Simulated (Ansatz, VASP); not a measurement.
**One calculation of GePt, two programs**

```
Ge Pt
1.0
    -1.84120    1.84120    2.60323
     1.84120   -1.84120    2.60323
     1.84120    1.84120   -2.60323
Ge Pt
1 1
Cartesian
  0.0000 0.0000 0.0000
  0.0000 0.0000 2.6032
```

Alike in both runs: functional PBE; k mesh 7 × 7 × 7; occupations gaussian, width 0.2 eV; no spin polarisation.

Ansatz relaxed the structure, and its values are those at the end. VASP's run is a single point on that final structure, the one shown.

```csv
,VASP,Ansatz
version,VASP 6.6.1,Ansatz 0.2.0
potentials or method,"VASP PAW PBE potentials, release 64 (Ge_d, Pt), cutoff 500 eV","scalar-relativistic, plane waves, PAW"
valence electrons in the cell,24,32
```

|  | VASP | Ansatz | Ansatz less VASP |
| --- | --- | --- | --- |
| gap on the k mesh at the Fermi level (eV) | none | none | - |
| pressure (GPa) | 0.0 | 0.1 | +0.06 |

A gap of «none» marks a metal or a gap that the smearing closes. VASP's potentials hold 24 valence electrons a cell and Ansatz's 32, so a difference there can come from the potentials and not from the codes.

Neither program's run includes spin-orbit coupling.
